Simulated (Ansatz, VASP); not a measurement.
Two plane-wave programs on InSb

File POSCAR:

```
InSb
1.0
    0.0000000000      3.3389008305      2.6043426478
    3.3389008305      0.0000000000      2.6043426478
    3.3389008305      3.3389008305      0.0000000000
In Sb
1 1
Direct
    0.0000000000      0.0000000000      0.0000000000
    0.5000000000      0.5000000000      0.5000000000
```

The input INCAR.step1:

```
SYSTEM = InSb
  PREC = Accurate
  ENCUT = 520
  ISMEAR = 0
  SIGMA = 0.15
  LREAL = .FALSE.
  LASPH = .TRUE.
  NELM = 100
  NBANDS = 16
  GGA = PE
  ALGO = Normal
  EDIFF = 1E-4
  LWAVE = .TRUE.
  LCHARG = .FALSE.
```

INCAR.step2

```
SYSTEM = InSb
  PREC = Accurate
  ENCUT = 520
  EDIFF = 1E-6
  ISMEAR = 0
  SIGMA = 0.15
  LREAL = .FALSE.
  LASPH = .TRUE.
  NELM = 100
  ALGO = Normal
  ISIF = 2
  LWAVE = .FALSE.
  LCHARG = .FALSE.
  METAGGA = R2SCAN
  LMIXTAU = .TRUE.
  NBANDS = 16
  ISTART = 1
```

The input KPOINTS:

```
Automatic mesh
0
G
  6 6 6
  0 0 0
```

Input for Ansatz:

```yaml
crystal:
  lattice:
    - [0.0, 3.3389008305, 2.6043426478]
    - [3.3389008305, 0.0, 2.6043426478]
    - [3.3389008305, 3.3389008305, 0.0]
  atoms:
    - { symbol: In, position: [0.0, 0.0, 0.0] }
    - { symbol: Sb, position: [0.5, 0.5, 0.5] }
basis:
  ecutwfc: 500
kpoints:
  mp_grid: { grid: [6, 6, 6] }
hamiltonian:
  xc: r2scan
scf:
  occupations: { method: gaussian, width: 0.15 }
output:
  forces: true
  stress: true
  eigenvalues: true
```

Alike in both runs: task single point; functional r2SCAN; k mesh 6 × 6 × 6; occupations gaussian, width 0.15 eV; no spin polarisation.

|  | VASP | Ansatz |
| --- | --- | --- |
| version | VASP 6.6.1 | Ansatz 0.2.0 |
| potentials or method | VASP PAW PBE potentials, release 64 (In_d, Sb), cutoff 520 eV | scalar-relativistic, plane waves, PAW |
| valence electrons in the cell | 18 | 28 |

Ansatz gave:

```
gap on the k mesh at the Fermi level (eV)                     : none
pressure (GPa)                                                : 6.4
traceless stress, the component that is largest in VASP (GPa) : 22.33
```

Task: Estimate VASP's values.

Result: gap on the k mesh at the Fermi level (eV): none; pressure (GPa): 6.5; traceless stress, the component that is largest in VASP (GPa): 22.42.

VASP's potentials were made for PBE, not for r2SCAN. A gap of «none» marks a metal or a gap that the smearing closes. With one functional, cell and mesh, what is left measures potentials, basis and numerics. VASP's potentials hold 18 valence electrons a cell and Ansatz's 28, so a difference there can come from the potentials and not from the codes.

Spin-orbit coupling is off throughout.
